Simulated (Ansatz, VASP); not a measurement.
## Two plane-wave programs on Si5Ge

The input INCAR:

```
SYSTEM = Si5Ge
PREC = Accurate
ENCUT = 600
EDIFF = 1E-7
ISMEAR = 0
SIGMA = 0.1
LREAL = .False.
LASPH = .True.
NELM = 100
ALGO = Normal
ISIF = 3
LWAVE = .False.
LCHARG = .False.
GGA = PE
IBRION = 2
NSW = 100
EDIFFG = -0.01
```

KPOINTS

```
regular mesh
0
Gamma
  12 12 4
  0 0 0
```

POSCAR

```
Si5Ge
1.0
    2.9247545603      0.0000000000      0.0000000000
   -1.4623772802      2.5329117491      0.0000000000
    0.0000000000      0.0000000000     12.7298934734
Si Ge
5 1
Direct
    0.6666666667      0.3333333333      0.8460166667
    0.6666666667      0.3333333333      0.1539833333
    0.3333333333      0.6666666667      0.6886402310
    0.3333333333      0.6666666667      0.0000000000
    0.3333333333      0.6666666667      0.3113597690
    0.6666666667      0.3333333333      0.5000000000
```

Input for Ansatz:

```yaml
crystal:
  lattice:
    - [2.9247545603, 0.0, 0.0]
    - [-1.4623772802, 2.5329117491, 0.0]
    - [0.0, 0.0, 12.7298934734]
  atoms:
    - { symbol: Si, position: [0.6666666667, 0.3333333333, 0.8460166667] }
    - { symbol: Si, position: [0.6666666667, 0.3333333333, 0.1539833333] }
    - { symbol: Si, position: [0.3333333333, 0.6666666667, 0.688640231] }
    - { symbol: Si, position: [0.3333333333, 0.6666666667, 0.0] }
    - { symbol: Si, position: [0.3333333333, 0.6666666667, 0.311359769] }
    - { symbol: Ge, position: [0.6666666667, 0.3333333333, 0.5] }
basis:
  ecutwfc: 420
kpoints:
  mp_grid: { grid: [12, 12, 4] }
hamiltonian:
  xc: pbe
scf:
  occupations: { method: gaussian, width: 0.1 }
output:
  forces: true
  stress: true
  eigenvalues: true
relax:
  adjacent_minimum: "off"
  f_tol: 0.01
  max_steps: 80
  cell: { stress_tol: 0.05 }
```

Alike in both runs: task relaxation of cell and atoms; functional PBE; k mesh 12 × 12 × 4; occupations gaussian, width 0.1 eV; no spin polarisation.

```csv
,VASP,Ansatz
version,VASP 6.6.1,Ansatz 0.2.0
potentials or method,"VASP PAW PBE potentials, release 64 (Si, Ge_d), cutoff 600 eV","scalar-relativistic, plane waves, PAW"
valence electrons in the cell,34,34
```

Ansatz gave:

```
gap on the k mesh at the Fermi level, each at its own relaxed structure (eV) : none
relaxed volume (Å³/atom)                                                     : 15.40
relaxed cell length with the largest relative difference (Å)                 : 13.447
```

Task: Which values does VASP return?

Result: gap on the k mesh at the Fermi level, each at its own relaxed structure (eV): none; relaxed volume (Å³/atom): 15.57; relaxed cell length with the largest relative difference (Å): 12.666.

A gap of «none» marks a metal or a gap that the smearing closes.

Noted on VASP's run: too few bands were computed for a metal, which touches its energy and stress.
